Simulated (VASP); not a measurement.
# In2O (Fm-3m) in VASP: notebook, part 2 of 2

VASP 6.6.1.

### Step 4. Single point, PBEsol

File INCAR:

```
SYSTEM = In2O
ALGO     = Normal         ! electronic algorithm
EDIFF    = 1E-7           ! SCF threshold, eV
ENCUT    = 520            ! plane-wave cutoff, eV
GGA      = PS             ! functional
ISIF     = 2              ! what is computed and relaxed
ISMEAR   = -1             ! smearing method
LASPH    = .TRUE.         ! aspherical terms in the spheres
LCHARG   = .FALSE.        ! write CHGCAR
LREAL    = .FALSE.        ! projectors in reciprocal space
LWAVE    = .FALSE.        ! write WAVECAR
NBANDS   = 23             ! bands
NELM     = 80             ! most SCF steps
PREC     = Accurate       ! precision mode
SIGMA    = 0.15           ! smearing width, eV
```

File KPOINTS:

```
k-points
0
G
  12 12 12
  0 0 0
```

File POSCAR:

```
In2O
1.0
    0.0000000000      3.1284523317      3.1284523317
    3.1284523317      0.0000000000      3.1284523317
    3.1284523317      3.1284523317      0.0000000000
In O
2 1
Direct
    0.2500000000      0.2500000000      0.2500000000
    0.7500000000      0.7500000000      0.7500000000
    0.0000000000      0.0000000000      0.0000000000
```

Potentials or basis: VASP PAW PBE potentials, release 64 (In_d, O).

Started as:

```sh
cat potpaw_PBE.64/In_d/POTCAR potpaw_PBE.64/O/POTCAR > POTCAR
mpirun -np 1 vasp_std > vasp.out
```

OUTCAR:

```text
SYSTEM = In2O
   EDIFF = 1E-7
   ENCUT = 520
   GGA = PS
   ISIF = 2
   ISMEAR = -1
   LASPH = .TRUE.
   LREAL = .FALSE.
   NELM = 80
   PREC = Accurate

 ion  position               nearest neighbor table
   1  0.250  0.250  0.250-   3 2.71   3 2.71   3 2.71   3 2.71   2 3.13   2 3.13   2 3.13   2 3.13
                             2 3.13   2 3.13
   2  0.750  0.750  0.750-   3 2.71   3 2.71   3 2.71   3 2.71   1 3.13   1 3.13   1 3.13   1 3.13
                             1 3.13   1 3.13
   3  0.000  0.000  0.000-   2 2.71   2 2.71   2 2.71   1 2.71   2 2.71   1 2.71   1 2.71   1 2.71

  LATTYP: Found a face centered cubic cell.
 ALAT       =     6.2569046634

  Lattice vectors:

 A1 = (   0.0000000000,   3.1284523317,   3.1284523317)
 A2 = (   3.1284523317,   0.0000000000,   3.1284523317)
 A3 = (   3.1284523317,   3.1284523317,   0.0000000000)

Analysis of symmetry for initial positions (statically):
=====================================================================
 Subroutine PRICEL returns:
 Original cell was already a primitive cell.

 Routine SETGRP: Setting up the symmetry group for a
 face centered cubic supercell.

 Subroutine GETGRP returns: Found 48 space group operations
 (whereof 48 operations were pure point group operations)
 out of a pool of 48 trial point group operations.

The static configuration has the point symmetry O_h .

Analysis of symmetry for dynamics (positions and initial velocities):
=====================================================================
 Subroutine PRICEL returns:
 Original cell was already a primitive cell.

 Routine SETGRP: Setting up the symmetry group for a
 face centered cubic supercell.

 Subroutine GETGRP returns: Found 48 space group operations
 (whereof 48 operations were pure point group operations)
 out of a pool of 48 trial point group operations.

The dynamic configuration has the point symmetry O_h .

[... 110 lines left out ...]
   PSTRESS=    0.0 pullay stress
   NELECT =      32.0000    total number of electrons
   NUPDOWN=      -1.0000    fix difference up-down
   EMIN   =  10.00;   EMAX   =-10.00  energy-range for DOS
   EFERMI =   0.00;   METHOD = LEGACY
   ISMEAR =    -1;   SIGMA  =   0.15  broadening in eV -4-tet -1-fermi 0-gaus
   EFERMI_NEDOS =   21; number of points for ismear=-14 and -15
   IALGO  =     38    algorithm
   IMIX   =      4    mixing-type and parameters
     AMIX     =   0.40;   BMIX     =  1.00
     AMIX_MAG =   1.60;   BMIX_MAG =  1.00
  volume/ion in A,a.u.               =      20.41       137.75
  Fermi-wavevector in a.u.,A,eV,Ry     =   1.318617  2.491825 23.657135  1.738750
  Thomas-Fermi vector in A             =   2.448574
   LORBIT       =      0    0 simple, 1 ext, 2 COOP (PROOUT), +10 PAW based schemes
   GGA     = PS    functional components
   LHFCALC =     F    Hartree Fock is set to
   AEXX    =    0.0000 exact exchange contribution
   IVDW    =     0    specifies the selected vdW correction
   LEPSILON=     F    determine dielectric tensor
   LRPA    =     F    only Hartree local field effects (RPA)
 non-spin polarized calculation
  energy-cutoff  :      520.00
  volume of cell :       61.24
 maximum number of plane-waves:      1676
 NGX is ok and might be reduce to    36
   NGX = 17   NGY = 17   NGZ = 17

 number of electron      32.0000002 magnetization

 Free energy of the ion-electron system (eV)
  ---------------------------------------------------
  ext. energy  EPLUGINS =         0.00000000
  ---------------------------------------------------
  free energy    TOTEN  =       -11.70253569 eV

  energy without entropy =      -11.59670816  energy(sigma->0) =      -11.64962193

 E-fermi :   6.4405     XC(G=0): -10.3958

 val. band max:        6.4345269319   @ k =   0.5000   0.5000   0.0000
 cond. band min:       6.4627669250   @ k =  -0.4167   0.3333   0.0000
 fundamental gap:      0.0282399932
 Fermi energy:         6.4405297338

 k-point     1 :       0.0000    0.0000    0.0000
  band No.  band energies     occupation
      1     -10.8767      2.00000
      2      -8.2689      2.00000
      3      -8.2689      2.00000
      4      -8.0652      2.00000
      5      -8.0652      2.00000
      6      -8.0652      2.00000
[... 613 lines left out ...]
     22      14.8752      0.00000
     23      16.5296      0.00000

 [... further k-points ...]
[... 5 lines left out ...]
  --------------------------------------------------------------------------------------
  -------------------------------------------------------------------------------------
  Total       -0.0110636     -0.0110636     -0.0110636      0.0000000     -0.0000000      0.0000000
  in kB       -0.2894594     -0.2894594     -0.2894594      0.0000000     -0.0000000      0.0000000
  external PRESSURE =      -0.2894594 kB  Pullay stress =       0.0000000 kB

 VOLUME and BASIS-vectors are now :
 -----------------------------------------------------------------------------
  energy-cutoff  :      520.00
  volume of cell :       61.24
      direct lattice vectors                 reciprocal lattice vectors
     0.000000000  3.128452332  3.128452332    -0.159823436  0.159823436  0.159823436
     3.128452332  0.000000000  3.128452332     0.159823436 -0.159823436  0.159823436
     3.128452332  3.128452332  0.000000000     0.159823436  0.159823436 -0.159823436

 POSITION                                       TOTAL-FORCE (eV/Angst)
 -----------------------------------------------------------------------------------
      1.56423      1.56423      1.56423         0.000000      0.000000      0.000000
      4.69268      4.69268      4.69268        -0.000000     -0.000000     -0.000000
      0.00000      0.00000      0.00000        -0.000000     -0.000000      0.000000
 -----------------------------------------------------------------------------------
    total drift:                                0.000000      0.000000      0.000000

  FREE ENERGIE OF THE ION-ELECTRON SYSTEM (eV)
  ---------------------------------------------------
  free  energy   TOTEN  =       -11.7025356913 eV

  energy  without entropy=      -11.5967081617  energy(sigma->0) =      -11.64962193
```

OSZICAR:

```text
N       E                     dE             d eps       ncg     rms          rms(c)
DAV:   1     0.275506144366E+03    0.27551E+03   -0.15324E+04  3312   0.188E+03
DAV:   2     0.172826671778E+02   -0.25822E+03   -0.24442E+03  3424   0.418E+02
DAV:   3    -0.129455927438E+02   -0.30228E+02   -0.28371E+02  4248   0.144E+02
DAV:   4    -0.140653340380E+02   -0.11197E+01   -0.11173E+01  3741   0.290E+01
DAV:   5    -0.141090575287E+02   -0.43723E-01   -0.43720E-01  5223   0.539E+00    0.916E+00
DAV:   6    -0.127611506077E+02    0.13479E+01   -0.10767E+01  5062   0.290E+01    0.955E+00
DAV:   7    -0.117621907148E+02    0.99896E+00   -0.20702E+00  5156   0.136E+01    0.228E+00
DAV:   8    -0.117154501615E+02    0.46741E-01   -0.44435E-01  3619   0.407E+00    0.645E-01
DAV:   9    -0.117039427693E+02    0.11507E-01   -0.25795E-02  5057   0.133E+00    0.372E-01
DAV:  10    -0.117030573372E+02    0.88543E-03   -0.87003E-03  5246   0.936E-01    0.214E-01
DAV:  11    -0.117025334344E+02    0.52390E-03   -0.10651E-03  4829   0.278E-01    0.474E-02
DAV:  12    -0.117025378774E+02   -0.44430E-05   -0.23779E-04  3679   0.109E-01    0.113E-02
DAV:  13    -0.117025372548E+02    0.62260E-06   -0.93282E-06  5195   0.240E-02    0.839E-03
DAV:  14    -0.117025362623E+02    0.99251E-06   -0.20711E-06  4836   0.134E-02    0.457E-03
DAV:  15    -0.117025356368E+02    0.62545E-06   -0.41048E-07  3967   0.547E-03    0.165E-03
DAV:  16    -0.117025356913E+02   -0.54476E-07   -0.97056E-08  2578   0.190E-03
   1 F= -.11702536E+02 E0= -.11649622E+02  d E =-.105828E+00
```

Wall time 67 s (1 thread of Intel Xeon Platinum 8559C (Emerald Rapids), shared host); peak memory 0.25 GiB.

What came out:

```
Free energy            : -11.7025 eV
Pressure               : 0.0 GPa
Band gap on the k mesh : zero (band 16 reaches 8.27 eV, above the bottom of band 17 at 6.25 eV)
```

Caveat: the PAW data sets were made with another functional, which shifts forces and pressure a little; spin-orbit coupling is left out, which moves the levels of the heavy elements.
